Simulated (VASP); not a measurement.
# TlBr (R-3m) in VASP: relaxation of the atoms with PBEsol

Aim: the relaxation of the atoms of TlBr with PBEsol.

All numbers are computed with VASP 6.6.1; they aren't measurements. Logs are shortened: lines on timing, memory, paths and dates and some standing lists are left out, and cuts for length are marked.

## Step 1: The cell of the first run

It takes space group R-3m (No. 166, trigonal). The conventional cell has a = 5.550 Å, b = 5.550 Å, c = 6.746 Å, α = 90.00°, β = 90.00°, γ = 120.00°. Tl (site symmetry -3m) has 8 Br at 3.37 to 3.40 Å and 6 Tl at 3.91 Å within 4.4 Å. Br (site symmetry -3m) has 8 Tl at 3.37 to 3.40 Å and 6 Br at 3.91 Å within 4.4 Å.

## Step 2: Relaxation of the atoms, PBEsol, non-collinear spin, zero start, spin-orbit coupling (equal xy, yz and zx engineering shears of -0.5 %)

Input file INCAR:

```
SYSTEM = TlBr
PREC = Accurate
ENCUT = 450
EDIFF = 1E-7
ISMEAR = 0
SIGMA = 0.01
LREAL = .False.
LASPH = .True.
NELM = 200
ALGO = Normal
ISIF = 2
LWAVE = .False.
LCHARG = .False.
MAGMOM = 0 0 0 0 0 0
LORBIT = 11
LSORBIT = .True.
GGA_COMPAT = .False.
LORBMOM = .True.
GGA = PS
IBRION = 2
NSW = 50
EDIFFG = -0.002
NELMIN = 4
KPAR = 4
```

Input file KPOINTS:

```
Automatic mesh
0
Gamma
  6 6 6
  0 0 0
```

Input file POSCAR:

```
TlBr
1.0
    3.9145325493     -0.0097863314     -0.0097863314
   -0.0097863314      3.9145325493     -0.0097863314
   -0.0097863314     -0.0097863314      3.9145325493
Tl Br
1 1
Direct
    0.0000000000      0.0000000000      0.0000000000
    0.5000000000      0.5000000000      0.5000000000
```

Potentials or basis: VASP PAW PBE potentials, release 64 (Tl_d, Br).

Launch:

```
$ cat potpaw_PBE.64/Tl_d/POTCAR potpaw_PBE.64/Br/POTCAR > POTCAR
$ mpirun -np 4 vasp_ncl > vasp.out
```

OUTCAR:

```text
SYSTEM = TlBr
   PREC = Accurate
   ENCUT = 450
   EDIFF = 1E-7
   ISMEAR = 0
   LREAL = .False.
   LASPH = .True.
   NELM = 200
   ISIF = 2
   LORBIT = 11
   LSORBIT = .True.
   GGA = PS
   IBRION = 2
   NSW = 50
   EDIFFG = -0.002
   NELMIN = 4

 ion  position               nearest neighbor table
   1  0.000  0.000  0.000-   2 3.37   2 3.37   2 3.40   2 3.40   2 3.40   2 3.40   2 3.40   2 3.40

   2  0.500  0.500  0.500-   1 3.37   1 3.37   1 3.40   1 3.40   1 3.40   1 3.40   1 3.40   1 3.40

  LATTYP: Found a trigonal (rhomboedric) cell.
 ALAT       =     3.9145570151
 COS(alpha) =    -0.0049936876

  Lattice vectors:

 A1 = (   3.9145325493,  -0.0097863314,  -0.0097863314)
 A2 = (  -0.0097863314,   3.9145325493,  -0.0097863314)
 A3 = (  -0.0097863314,  -0.0097863314,   3.9145325493)

Analysis of symmetry for initial positions (statically):
=====================================================================
 Subroutine PRICEL returns:
 Original cell was already a primitive cell.

 Routine SETGRP: Setting up the symmetry group for a
 trigonal (rhombohedral) supercell.

 Subroutine GETGRP returns: Found 12 space group operations
 (whereof 12 operations were pure point group operations)
 out of a pool of 12 trial point group operations.

The static configuration has the point symmetry D_3d.

Analysis of symmetry for dynamics (positions and initial velocities):
=====================================================================
 Subroutine PRICEL returns:
 Original cell was already a primitive cell.

 Routine SETGRP: Setting up the symmetry group for a
 trigonal (rhombohedral) supercell.

 Subroutine GETGRP returns: Found 12 space group operations
 (whereof 12 operations were pure point group operations)
 out of a pool of 12 trial point group operations.

The dynamic configuration has the point symmetry D_3d.

Analysis of structural, dynamic, and magnetic symmetry:
=====================================================================
 Subroutine PRICEL returns:
 Original cell was already a primitive cell.

 Routine SETGRP: Setting up the symmetry group for a
 trigonal (rhombohedral) supercell.

 Subroutine GETGRP returns: Found 12 space group operations
 (whereof 12 operations were pure point group operations)
 out of a pool of 12 trial point group operations.

The overall configuration has the point symmetry D_3d.

 Subroutine INISYM returns: Found 12 space group operations
 (whereof 12 operations are pure point group operations),
 and found     1 'primitive' translations

----------------------------------------------------------------------------------------

                                     Primitive cell

  volume of cell :      59.9835

  direct lattice vectors                    reciprocal lattice vectors
     3.914532549 -0.009786331 -0.009786331     0.255461545  0.000640254  0.000640254
    -0.009786331  3.914532549 -0.009786331     0.000640254  0.255461545  0.000640254
    -0.009786331 -0.009786331  3.914532549     0.000640254  0.000640254  0.255461545

  length of vectors
     3.914557015  3.914557015  3.914557015     0.255463149  0.255463149  0.255463149

  position of ions in fractional coordinates (direct lattice)
     0.000000000  0.000000000  0.000000000
     0.500000000  0.500000000  0.500000000

  ion indices of the primitive-cell ions
   primitive index   ion index
                 1           1
                 2           2

----------------------------------------------------------------------------------------

 KPOINTS: Automatic mesh

Automatic generation of k-mesh.
[... 102 lines left out ...]
   NGX = 13   NGY = 13   NGZ = 13

 number of electron      20.0000010 magnetization       0.0000000      0.0000000      0.0000000

 number of electron      20.0000010 magnetization      -0.0000000     -0.0000000      0.0000000

 number of electron      20.0000010 magnetization      -0.0000000      0.0000000      0.0000000

 Free energy of the ion-electron system (eV)
  ---------------------------------------------------
  ext. energy  EPLUGINS =         0.00000000
  ---------------------------------------------------
  free energy    TOTEN  =        -6.25045891 eV

  energy without entropy =       -6.25045891  energy(sigma->0) =       -6.25045891

 E-fermi :   2.9463     XC(G=0):  -9.4228

 val. band max:        2.8258112507   @ k =   0.5000   0.0000   0.0000
 cond. band min:       3.8468446689   @ k =   0.5000   0.5000   0.5000
 fundamental gap:      1.0210334182
 Fermi energy:         2.9462853901

 k-point     1 :       0.0000    0.0000    0.0000
  band No.  band energies     occupation
      1     -11.2913      1.00000
      2     -11.2913      1.00000
      3      -8.5547      1.00000
      4      -8.5547      1.00000
      5      -8.5528      1.00000
      6      -8.5528      1.00000
[... 733 lines left out ...]
     27      11.6094      0.00000
     28      11.6094      0.00000

 [... further k-points ...]

------------------------ aborting loop because EDIFF is reached ----------------------------------------

  FORCE on cell =-STRESS in cart. coord.  units (eV):
  Direction    XX          YY          ZZ          XY          YZ          ZX
  --------------------------------------------------------------------------------------
  -------------------------------------------------------------------------------------
  Total       -0.0532971     -0.0532971     -0.0532971      0.0187921      0.0187921      0.0187921
  in kB       -1.4235815     -1.4235815     -1.4235815      0.5019427      0.5019427      0.5019427
  external PRESSURE =      -1.4235815 kB  Pullay stress =       0.0000000 kB

 VOLUME and BASIS-vectors are now :
 -----------------------------------------------------------------------------
  energy-cutoff  :      450.00
  volume of cell :       59.98
      direct lattice vectors                 reciprocal lattice vectors
     3.914532549 -0.009786331 -0.009786331     0.255461545  0.000640254  0.000640254
    -0.009786331  3.914532549 -0.009786331     0.000640254  0.255461545  0.000640254
    -0.009786331 -0.009786331  3.914532549     0.000640254  0.000640254  0.255461545

 POSITION                                       TOTAL-FORCE (eV/Angst)
 -----------------------------------------------------------------------------------
      0.00000      0.00000      0.00000        -0.000000     -0.000000      0.000000
      1.94748      1.94748      1.94748         0.000000      0.000000      0.000000
 -----------------------------------------------------------------------------------
    total drift:                               -0.000000      0.000000      0.000000

  FREE ENERGIE OF THE ION-ELECTRON SYSTEM (eV)
  ---------------------------------------------------
  free  energy   TOTEN  =        -6.2504589111 eV

  energy  without entropy=       -6.2504589111  energy(sigma->0) =       -6.25045891

 reached required accuracy - stopping structural energy minimisation

 orbital moment (x)

 # of ion     p       d       tot
 ----------------------------------------
  1         0.000   0.000   0.000
  2        -0.000   0.000  -0.000
 ----------------------------------------
            0.000   0.000   0.000

 orbital moment (y)

 # of ion     p       d       tot
 ----------------------------------------
  1        -0.000   0.000   0.000
  2         0.000   0.000   0.000
 ----------------------------------------
           -0.000   0.000   0.000

 orbital moment (z)

 # of ion     p       d       tot
 ----------------------------------------
  1         0.000   0.000   0.000
  2         0.000   0.000   0.000
 ----------------------------------------
            0.000   0.000   0.000

 Spin-Orbit-Coupling matrix elements

 Ion:    1  E_soc:     -0.3854876
 l=   1
     0.0000000    -0.0154466    -0.0154466
    -0.0154466     0.0000000    -0.0154466
    -0.0154466    -0.0154466     0.0000000
 l=   2
     0.0000000    -0.0096905     0.0000000    -0.0096905    -0.0391109
    -0.0096905     0.0000000    -0.0293332    -0.0096905    -0.0097777
     0.0000000    -0.0293332     0.0000000    -0.0293332     0.0000000
    -0.0096905    -0.0096905    -0.0293332     0.0000000    -0.0097777
    -0.0391109    -0.0097777     0.0000000    -0.0097777     0.0000000
 l=   3
     0.0000000     0.0000000     0.0000000     0.0000000     0.0000000     0.0000000     0.0000000
     0.0000000     0.0000000     0.0000000     0.0000000     0.0000000     0.0000000     0.0000000
     0.0000000     0.0000000     0.0000000     0.0000000     0.0000000     0.0000000     0.0000000
     0.0000000     0.0000000     0.0000000     0.0000000     0.0000000     0.0000000     0.0000000
     0.0000000     0.0000000     0.0000000     0.0000000     0.0000000     0.0000000     0.0000000
     0.0000000     0.0000000     0.0000000     0.0000000     0.0000000     0.0000000     0.0000000
     0.0000000     0.0000000     0.0000000     0.0000000     0.0000000     0.0000000     0.0000000

 Ion:    2  E_soc:     -0.0612054
 l=   1
     0.0000000    -0.0102009    -0.0102009
    -0.0102009     0.0000000    -0.0102009
    -0.0102009    -0.0102009     0.0000000
 l=   2
     0.0000000    -0.0000006     0.0000000    -0.0000006     0.0000006
    -0.0000006     0.0000000     0.0000005    -0.0000006     0.0000002
     0.0000000     0.0000005     0.0000000     0.0000005     0.0000000
    -0.0000006    -0.0000006     0.0000005     0.0000000     0.0000002
     0.0000006     0.0000002     0.0000000     0.0000002     0.0000000
 l=   3
     0.0000000     0.0000000     0.0000000     0.0000000     0.0000000     0.0000000     0.0000000
     0.0000000     0.0000000     0.0000000     0.0000000     0.0000000     0.0000000     0.0000000
     0.0000000     0.0000000     0.0000000     0.0000000     0.0000000     0.0000000     0.0000000
     0.0000000     0.0000000     0.0000000     0.0000000     0.0000000     0.0000000     0.0000000
     0.0000000     0.0000000     0.0000000     0.0000000     0.0000000     0.0000000     0.0000000
     0.0000000     0.0000000     0.0000000     0.0000000     0.0000000     0.0000000     0.0000000
     0.0000000     0.0000000     0.0000000     0.0000000     0.0000000     0.0000000     0.0000000

 total charge

# of ion       s       p       d       tot
------------------------------------------
    1        1.295   0.153   9.664  11.111
    2        1.610   3.197   0.009   4.816
--------------------------------------------------
tot          2.904   3.351   9.673  15.927

 magnetization (x)

# of ion       s       p       d       tot
------------------------------------------
    1       -0.000  -0.000   0.000  -0.000
    2        0.000  -0.000   0.000  -0.000
--------------------------------------------------
tot         -0.000  -0.000   0.000  -0.000

 magnetization (y)

# of ion       s       p       d       tot
------------------------------------------
    1       -0.000  -0.000   0.000  -0.000
    2        0.000  -0.000  -0.000   0.000
--------------------------------------------------
tot         -0.000  -0.000  -0.000  -0.000

 magnetization (z)

# of ion       s       p       d       tot
------------------------------------------
    1        0.000   0.000   0.000   0.000
    2        0.000   0.000   0.000   0.000
--------------------------------------------------
tot          0.000   0.000   0.000   0.000
```

Wall time 14 s (4 MPI ranks of Intel Xeon 6975P-C (Granite Rapids), shared host); peak memory 0.27 GiB.

Results:

| Item | Value |
| --- | --- |
| Free energy | -6.2505 eV |
| Pressure after relaxing | -0.1 GPa |
| Net moment | 0.00 μB per cell |
| Valence electrons inside the program's atomic spheres | Tl 11.11; Br 4.82 |

Stress tensor (GPa, compression positive):
```
-0.14  0.05  0.05
 0.05 -0.14  0.05
 0.05  0.05 -0.14
```

Final structure:
```cif
data_structure
_symmetry_space_group_name_H-M 'P 1'
_symmetry_Int_Tables_number 1
_cell_length_a 3.9146
_cell_length_b 3.9146
_cell_length_c 3.9146
_cell_angle_alpha 90.286
_cell_angle_beta 90.286
_cell_angle_gamma 90.286
_cell_volume 59.98
loop_
_atom_site_label
_atom_site_type_symbol
_atom_site_fract_x
_atom_site_fract_y
_atom_site_fract_z
_atom_site_occupancy
Tl1 Tl 0.00000 0.00000 0.00000 1
Br1 Br 0.50000 0.50000 0.50000 1
```

Moments on the atoms (μB; x, y, z):
```
Tl  0.00 0.00 0.00
Br  0.00 0.00 0.00
```

Caveat: the cell differs from its parent crystal (equal xy, yz and zx engineering shears of -0.5 %); the relaxation stopped at its first step, so nothing moved; the PAW data sets were made with another functional, which shifts forces and pressure a little.
